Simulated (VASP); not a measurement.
Crystal: I.

```xyz
4
Lattice="-3.6821 0.0000 2.6436 0.0000 -9.7481 0.0000 3.6821 0.0000 2.6436" Properties=species:S:1:pos:R:3 pbc="T T T"
I     0.0000   -8.7733    0.6873
I     0.0000   -5.8489    3.3309
I     0.0000   -0.9748    4.5998
I     0.0000   -3.8992    1.9562
```

| Property | Result |
| --- | --- |
| Program | VASP 6.6.1 |
| Task | relaxation of cell and atoms |
| Functional | PBE |
| Potentials or basis | VASP PAW PBE potentials, release 64 (I) |
| Cutoff | 600 eV |
| k mesh | 6 × 3 × 6 |
| Occupations | fermi-dirac, width 0.1 eV |
| Spin | no spin polarisation |

At the start: pressure 8.4 GPa; volume 47.44 Å³/atom.

Problem. How do energy, volume and symmetry change on relaxing?

Solution. Over 43 steps the energy falls by 482.2 meV/atom and the volume is 51.01 Å³/atom (+7.5 %); space group Cmce (No. 64, to 0.1 Å) before and after.

The path:
```
step  energy change (eV)  largest force (eV/Å)  pressure (GPa)  volume (Å³)
   1              0.0000                6.2070            8.44       189.77
   3              0.0376                1.0951           -2.97       248.29
   5             -1.5764                0.3743           -1.18       211.37
   7             -1.6241                0.1665           -0.38       207.16
   9             -1.6249                0.2053           -0.30       206.80
  11             -1.7202                0.3620           -0.04       199.41
  13             -1.8185                0.5564            0.92       187.85
  15             -1.8578                0.1861            0.69       186.07
  17             -1.8651                0.1623            0.51       187.31
  19             -1.8734                0.0813           -0.01       190.40
  21             -1.8799                0.0713            0.01       190.79
  23             -1.9021                0.1064            0.08       192.38
  25             -1.9126                0.2022            0.10       195.01
  27             -1.9144                0.1380           -0.10       196.34
  29             -1.9218                0.0912            0.00       195.59
  31             -1.9253                0.0317            0.14       194.67
  33             -1.9259                0.0180            0.01       195.63
  35             -1.9272                0.0178            0.03       197.55
  37             -1.9281                0.0297           -0.06       202.46
  39             -1.9284                0.0023           -0.01       202.80
  41             -1.9285                0.0103            0.00       203.25
  43             -1.9288                0.0078            0.00       204.05
```

Final structure:
```cif
data_structure
_symmetry_space_group_name_H-M 'P 1'
_symmetry_Int_Tables_number 1
_cell_length_a 5.0507
_cell_length_b 9.8012
_cell_length_c 5.0507
_cell_angle_alpha 90.000
_cell_angle_beta 125.299
_cell_angle_gamma 90.000
_cell_volume 204.05
loop_
_atom_site_label
_atom_site_type_symbol
_atom_site_fract_x
_atom_site_fract_y
_atom_site_fract_z
_atom_site_occupancy
I1 I 0.15908 0.87817 0.15908 1
I2 I 0.65908 0.62183 0.65908 1
I3 I 0.84092 0.12183 0.84092 1
I4 I 0.34092 0.37817 0.34092 1
```

Caveat: this functional lacks dispersion, which holds the molecules together, so the pressure and a relaxed volume are unreliable.
